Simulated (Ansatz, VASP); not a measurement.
# One calculation of B2Br3, two programs

The input INCAR:

```
SYSTEM = B2Br3
PREC = Accurate
ENCUT = 520
EDIFF = 1E-6
ISMEAR = 0
SIGMA = 0.1832
LREAL = .FALSE.
LASPH = .TRUE.
NELM = 60
ALGO = Normal
ISIF = 2
LWAVE = .FALSE.
LCHARG = .FALSE.
GGA = PE
NBANDS = 38
```

The input KPOINTS:

```
regular mesh
0
G
  6 6 4
  0 0 0
```

The input POSCAR:

```
B2Br3
1.0
    0.0000000000      3.7109540000      0.0000000000
    7.4619850000     -1.8554770000      0.0000000000
    1.6935050000      0.0000000000     -6.8791630000
B Br
4 6
Direct
    0.0905000000      0.1810000000      0.2054000000
    0.9095000000      0.8190000000      0.7946000000
    0.6586600000      0.3173200000      0.6859800000
    0.3413400000      0.6826800000      0.3140200000
    0.1645000000      0.3290000000      0.8902000000
    0.8355000000      0.6710000000      0.1098000000
    0.1733000000      0.3466000000      0.4368000000
    0.8267000000      0.6534000000      0.5632000000
    0.4959000000      0.9918000000      0.7434000000
    0.5041000000      0.0082000000      0.2566000000
```

Input for Ansatz:

```yaml
crystal:
  lattice:
    - [0.0, 3.710954, 0.0]
    - [7.461985, -1.855477, 0.0]
    - [1.693505, 0.0, -6.879163]
  atoms:
    - { symbol: B, position: [0.0905, 0.181, 0.2054] }
    - { symbol: B, position: [0.9095, 0.819, 0.7946] }
    - { symbol: B, position: [0.65866, 0.31732, 0.68598] }
    - { symbol: B, position: [0.34134, 0.68268, 0.31402] }
    - { symbol: Br, position: [0.1645, 0.329, 0.8902] }
    - { symbol: Br, position: [0.8355, 0.671, 0.1098] }
    - { symbol: Br, position: [0.1733, 0.3466, 0.4368] }
    - { symbol: Br, position: [0.8267, 0.6534, 0.5632] }
    - { symbol: Br, position: [0.4959, 0.9918, 0.7434] }
    - { symbol: Br, position: [0.5041, 0.0082, 0.2566] }
  symmetry: { tolerance: 0.0003 }
kpoints:
  mp_grid: { grid: [6, 6, 4], shift: [0, 0, 0] }
  band_path:
    path:
      - [0.0, 0.0, 0.0]
      - [0.53278881, -0.26639441, 0.0]
      - [0.46721119, -0.73360559, 0.0]
      - [0.0, -0.5, 0.0]
      - [0.0, 0.0, 0.0]
      - [0.0, -0.5, -0.5]
      - [0.48372214, -0.74186107, -0.5]
      - [0.51627786, -0.25813893, -0.5]
      - [0.0, 0.0, -0.5]
      - [0.0, 0.0, 0.0]
      - [0.5, -0.5, -0.5]
    npoints: 6
magnetization:
  spin_polarized: false
scf:
  occupations: { method: gaussian, width: 0.1832 }
  lower_state_search: "off"
  max_iter: 200
hamiltonian:
  pseudopotentials: { kind: paw }
  xc: pbe
basis:
  ecutwfc: 420
  fft_grid_basis: typed
output:
  forces: true
  stress: true
  eigenvalues: true
  populations: true
  elf: true
  write_potential: true
  volumetric_format: npy
  dos:
    e_range: [-12, 8]
    de: 0.05
    projected: { site_lists: { B: [B], Br: [Br] } }
checkpoint:
  read: saved_state
```

Alike in both runs: task single point; functional PBE; k mesh 6 × 6 × 4; occupations gaussian, width 0.1832 eV; no spin polarisation.

|  | VASP | Ansatz |
| --- | --- | --- |
| version | VASP 6.6.1 | Ansatz 0.2.0 |
| potentials or method | VASP PAW PBE potentials, release 64 (B, Br), cutoff 520 eV | PAW plane waves |
| valence electrons in the cell | 54 | 54 |

|  | VASP | Ansatz | Ansatz less VASP |
| --- | --- | --- | --- |
| pressure (GPa) | 8.1 | 8.1 | 0.00 |
| traceless stress, the component that is largest in VASP (GPa) | -1.47 | -1.47 | 0.000 |
| rms of the force components (eV/Å) | 0.740 | 0.740 | -0.0007 |

Atom by atom the forces differ by 0.001 eV/Å (rms over components). With one functional, cell and mesh, what is left measures potentials, basis and numerics.
